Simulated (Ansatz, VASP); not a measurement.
## CaF2 in VASP and in Ansatz

```
Ca F
1.0
     0.00000    2.72755    2.72755
     2.72755    0.00000    2.72755
     2.72755    2.72755    0.00000
Ca F
1 2
Cartesian
  0.0000 0.0000 0.0000
  4.0913 4.0913 4.0913
  1.3638 1.3638 1.3638
```

Alike in both runs: task single point; functional PBE; k mesh 8 × 8 × 8; occupations gaussian, width 0.02 eV; no spin polarisation.

```csv
,VASP,Ansatz
version,VASP 6.6.1,Ansatz 0.2.0
potentials or method,"VASP PAW PBE potentials, release 64 (Ca_sv, F), cutoff 600 eV","scalar-relativistic, plane waves, PAW"
valence electrons in the cell,24,24
```

VASP gave:

| Property | Result |
| --- | --- |
| gap on the k mesh at the Fermi level (eV) | 7.30 |
| least direct gap on the mesh (eV) | 7.56 |
| pressure (GPa) | 2.8 |

Q: Which values does Ansatz return?

A: gap on the k mesh at the Fermi level (eV): 7.32; least direct gap on the mesh (eV): 7.58; pressure (GPa): 2.5.

With one functional, cell and mesh, what is left measures potentials, basis and numerics.
